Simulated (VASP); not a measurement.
# Al2Cu (P4/mmm) in VASP: a series of runs

Aim: see how the results for Al2Cu move with the level of theory and the settings. Levels: r2SCAN, LDA. Tasks: single point, relaxation of cell and atoms.

Everything below comes from runs of VASP 6.6.1. Logs are shortened: lines on timing, memory, paths and dates and some standing lists are left out, and cuts for length are marked.

**1. The cell of the first run**

The structure is tetragonal, space group P4/mmm (No. 123). The conventional cell has a = 4.088 Å, b = 4.088 Å, c = 2.851 Å, α = 90.00°, β = 90.00°, γ = 90.00°. Al (site symmetry mmm) has 4 Cu at 2.49 Å and 6 Al at 2.85 to 2.89 Å within 3.3 Å. Cu (site symmetry 4/mmm) has 8 Al at 2.49 Å and 2 Cu at 2.85 Å within 3.3 Å.

**2. Single point, r2SCAN**

The input, POSCAR:

```
Al2Cu
1.0
    4.0880279490      0.0000000000      0.0000000000
    0.0000000000      4.0880279490      0.0000000000
    0.0000000000      0.0000000000      2.8513255471
Al Cu
2 1
Direct
    0.5000000000      0.0000000000      0.5000000000
    0.0000000000      0.5000000000      0.5000000000
    0.0000000000      0.0000000000      0.0000000000
```

The input, INCAR.step1:

```
SYSTEM = Al2Cu
PREC     = Accurate       ! precision mode
ENCUT    = 520            ! plane-wave cutoff, eV
ISMEAR   = 0              ! smearing method
SIGMA    = 0.1            ! smearing width, eV
LREAL    = .False.        ! projectors in reciprocal space
LASPH    = .True.         ! aspherical terms in the spheres
NELM     = 60             ! most SCF steps
NBANDS   = 16             ! bands
GGA      = PE             ! functional
ALGO     = Normal         ! electronic algorithm
EDIFF    = 1E-4           ! SCF threshold, eV
LWAVE    = .True.         ! write WAVECAR
LCHARG   = .False.        ! write CHGCAR
```

The input, INCAR.step2:

```
SYSTEM = Al2Cu
PREC     = Accurate       ! precision mode
ENCUT    = 520            ! plane-wave cutoff, eV
EDIFF    = 1E-6           ! SCF threshold, eV
ISMEAR   = 0              ! smearing method
SIGMA    = 0.1            ! smearing width, eV
LREAL    = .False.        ! projectors in reciprocal space
LASPH    = .True.         ! aspherical terms in the spheres
NELM     = 60             ! most SCF steps
ALGO     = Normal         ! electronic algorithm
ISIF     = 2              ! what is computed and relaxed
LWAVE    = .False.        ! write WAVECAR
LCHARG   = .True.         ! write CHGCAR
METAGGA  = R2SCAN         ! meta-GGA
LMIXTAU  = .True.       
LELF     = .True.         ! ELF
LVHAR    = .True.       
NBANDS   = 16             ! bands
ISTART   = 1
```

The input, KPOINTS:

```
regular mesh
0
Gamma
  10 10 14
  0 0 0
```

Potentials or basis: VASP PAW PBE potentials, release 64 (Al, Cu).

Started as:

```console
> cat potpaw_PBE.64/Al/POTCAR potpaw_PBE.64/Cu/POTCAR > POTCAR
> cp INCAR.step1 INCAR
> mpirun -np 1 vasp_std > vasp.out
> cp INCAR.step2 INCAR
> mpirun -np 1 vasp_std > vasp.out
```

OUTCAR:

```text
SYSTEM = Al2Cu
   PREC = Accurate
   ENCUT = 520
   EDIFF = 1E-6
   ISMEAR = 0
   LREAL = .False.
   LASPH = .True.
   NELM = 60
   ISIF = 2
   METAGGA = R2SCAN
   ISTART = 1

 ion  position               nearest neighbor table
   1  0.500  0.000  0.500-   3 2.49   3 2.49   3 2.49   3 2.49   2 2.89   2 2.89   2 2.89   2 2.89

   2  0.000  0.500  0.500-   3 2.49   3 2.49   3 2.49   3 2.49   1 2.89   1 2.89   1 2.89   1 2.89

   3  0.000  0.000  0.000-   1 2.49   2 2.49   1 2.49   2 2.49   2 2.49   2 2.49   1 2.49   1 2.49

  LATTYP: Found a simple tetragonal cell.
 ALAT       =     4.0880279490
 C/A-ratio  =     0.6974819112

  Lattice vectors:

 A1 = (   4.0880279490,   0.0000000000,   0.0000000000)
 A2 = (   0.0000000000,   4.0880279490,   0.0000000000)
 A3 = (   0.0000000000,   0.0000000000,   2.8513255471)

Analysis of symmetry for initial positions (statically):
=====================================================================
 Subroutine PRICEL returns:
 Original cell was already a primitive cell.

 Routine SETGRP: Setting up the symmetry group for a
 simple tetragonal supercell.

 Subroutine GETGRP returns: Found 16 space group operations
 (whereof 16 operations were pure point group operations)
 out of a pool of 16 trial point group operations.

The static configuration has the point symmetry D_4h.

Analysis of symmetry for dynamics (positions and initial velocities):
=====================================================================
 Subroutine PRICEL returns:
 Original cell was already a primitive cell.

 Routine SETGRP: Setting up the symmetry group for a
 simple tetragonal supercell.

 Subroutine GETGRP returns: Found 16 space group operations
 (whereof 16 operations were pure point group operations)
 out of a pool of 16 trial point group operations.

The dynamic configuration has the point symmetry D_4h.

 Subroutine INISYM returns: Found 16 space group operations
 (whereof 16 operations are pure point group operations),
 and found     1 'primitive' translations

----------------------------------------------------------------------------------------

                                     Primitive cell

  volume of cell :      47.6513

  direct lattice vectors                    reciprocal lattice vectors
     4.088027949  0.000000000  0.000000000     0.244616723  0.000000000  0.000000000
     0.000000000  4.088027949  0.000000000     0.000000000  0.244616723  0.000000000
     0.000000000  0.000000000  2.851325547     0.000000000  0.000000000  0.350714074

  length of vectors
     4.088027949  4.088027949  2.851325547     0.244616723  0.244616723  0.350714074
[... 87 lines left out ...]
   IBRION =     -1    ionic relax: 0-MD 1-quasi-New 2-CG
   NFREE  =      0    steps in history (QN), initial steepest desc. (CG)
   ISIF   =      2    stress and relaxation
   ISYM   =      2    0-nonsym 1-usesym 2-fastsym
   POTIM  = 0.5000    time-step for ionic-motion
   TEBEG  =    0.0;   TEEND  =   0.0 temperature during run
   PSTRESS=    0.0 pullay stress
   NELECT =      17.0000    total number of electrons
   NUPDOWN=      -1.0000    fix difference up-down
   EMIN   =  10.00;   EMAX   =-10.00  energy-range for DOS
   EFERMI =   0.00;   METHOD = LEGACY
   ISMEAR =     0;   SIGMA  =   0.10  broadening in eV -4-tet -1-fermi 0-gaus
   EFERMI_NEDOS =   21; number of points for ismear=-14 and -15
   IALGO  =     38    algorithm
   IMIX   =      4    mixing-type and parameters
     AMIX     =   0.40;   BMIX     =  1.00
     AMIX_MAG =   1.60;   BMIX_MAG =  1.00
  volume/ion in A,a.u.               =      15.88       107.19
  Fermi-wavevector in a.u.,A,eV,Ry     =   1.161091  2.194144 18.342457  1.348133
  Thomas-Fermi vector in A             =   2.297667
   LORBIT       =      0    0 simple, 1 ext, 2 COOP (PROOUT), +10 PAW based schemes
   METAGGA = R2SCAN    functional components
   LHFCALC =     F    Hartree Fock is set to
   AEXX    =    0.0000 exact exchange contribution
   IVDW    =     0    specifies the selected vdW correction
   LEPSILON=     F    determine dielectric tensor
   LRPA    =     F    only Hartree local field effects (RPA)
 non-spin polarized calculation
 Gauss-broadening in eV      SIGMA  =   0.10
  energy-cutoff  :      520.00
  volume of cell :       47.65
 maximum number of plane-waves:      1312
   NGX = 15   NGY = 15   NGZ = 11

 number of electron      16.9999979 magnetization

 Free energy of the ion-electron system (eV)
  ---------------------------------------------------
  ext. energy  EPLUGINS =         0.00000000
  ---------------------------------------------------
  free energy    TOTEN  =       -24.41712531 eV

  energy without entropy =      -24.41230395  energy(sigma->0) =      -24.41471463

 E-fermi :   7.3039     XC(G=0): -11.2158

 val. band max:        7.2974311139   @ k =   0.2000   0.1000   0.5000
 cond. band min:       7.3177803442   @ k =   0.3000   0.2000   0.2857
 fundamental gap:      0.0203492303
 Fermi energy:         7.3038787753

 k-point     1 :       0.0000    0.0000    0.0000
  band No.  band energies     occupation
      1      -3.9327      2.00000
      2       1.6115      2.00000
      3       2.1205      2.00000
      4       2.8028      2.00000
      5       3.0703      2.00000
      6       3.0703      2.00000
[... 433 lines left out ...]
      3       2.0902      2.00000
      4       2.7166      2.00000
      5       2.8979      2.00000
      6       2.9809      2.00000
[... 8 lines left out ...]
     15      18.0358      0.00000
     16      18.4627      0.00000

 [... further k-points ...]

------------------------ aborting loop because EDIFF is reached ----------------------------------------

  FORCE on cell =-STRESS in cart. coord.  units (eV):
  Direction    XX          YY          ZZ          XY          YZ          ZX
  --------------------------------------------------------------------------------------
  -------------------------------------------------------------------------------------
  Total       -0.0647518     -0.0647518     -0.0526940      0.0000000     -0.0000000      0.0000000
  in kB       -2.1771484     -2.1771484     -1.7717302      0.0000000     -0.0000000      0.0000000
  external PRESSURE =      -2.0420090 kB  Pullay stress =       0.0000000 kB

 VOLUME and BASIS-vectors are now :
 -----------------------------------------------------------------------------
  energy-cutoff  :      520.00
  volume of cell :       47.65
      direct lattice vectors                 reciprocal lattice vectors
     4.088027949  0.000000000  0.000000000     0.244616723  0.000000000  0.000000000
     0.000000000  4.088027949  0.000000000     0.000000000  0.244616723  0.000000000
     0.000000000  0.000000000  2.851325547     0.000000000  0.000000000  0.350714074

 POSITION                                       TOTAL-FORCE (eV/Angst)
 -----------------------------------------------------------------------------------
      2.04401      0.00000      1.42566         0.000000      0.000000      0.000000
      0.00000      2.04401      1.42566         0.000000      0.000000      0.000000
      0.00000      0.00000      0.00000         0.000000      0.000000      0.000000
 -----------------------------------------------------------------------------------
    total drift:                                0.000000      0.000000      0.000000

  FREE ENERGIE OF THE ION-ELECTRON SYSTEM (eV)
  ---------------------------------------------------
  free  energy   TOTEN  =       -24.4171253099 eV

  energy  without entropy=      -24.4123039463  energy(sigma->0) =      -24.41471463
```

OSZICAR.step1:

```text
N       E                     dE             d eps       ncg     rms          rms(c)
DAV:   1     0.624642693717E+02    0.62464E+02   -0.69207E+03  5424   0.112E+03
DAV:   2    -0.107888777197E+02   -0.73253E+02   -0.64967E+02  5696   0.202E+02
DAV:   3    -0.133837155413E+02   -0.25948E+01   -0.25383E+01  7240   0.429E+01
DAV:   4    -0.134420775697E+02   -0.58362E-01   -0.58337E-01  6704   0.544E+00
DAV:   5    -0.134449329619E+02   -0.28554E-02   -0.28553E-02  8328   0.134E+00    0.138E+01
DAV:   6    -0.150990649685E+02   -0.16541E+01   -0.33861E+01  6208   0.201E+02    0.112E+01
DAV:   7    -0.114093857367E+02    0.36897E+01   -0.92671E+00  6712   0.819E+01    0.201E+00
DAV:   8    -0.113555988760E+02    0.53787E-01   -0.12581E+00  8040   0.322E+01    0.226E+00
DAV:   9    -0.112836851584E+02    0.71914E-01   -0.24804E-01  6800   0.162E+01    0.203E-01
DAV:  10    -0.112863330888E+02   -0.26479E-02   -0.15772E-02  8624   0.327E+00    0.300E-01
DAV:  11    -0.112848947942E+02    0.14383E-02   -0.85586E-03  7184   0.326E+00    0.115E-01
DAV:  12    -0.112846364677E+02    0.25833E-03   -0.75351E-04  7976   0.811E-01    0.276E-02
DAV:  13    -0.112846227934E+02    0.13674E-04   -0.25291E-05  3456   0.147E-01
   1 F= -.11284623E+02 E0= -.11282231E+02  d E =-.478455E-02
```

It took 8.5 min on 1 thread of Intel Xeon 8259CL, shared host; peak memory 0.26 GiB.

What came out:

```
Free energy            : -24.4171 eV
Pressure               : -0.2 GPa
Band gap on the k mesh : zero (an odd number of electrons rules out a gap without spin polarisation)
```

Caveat: the PAW data sets were made with another functional, which shifts forces and pressure a little.

[end of part 1 of 2]
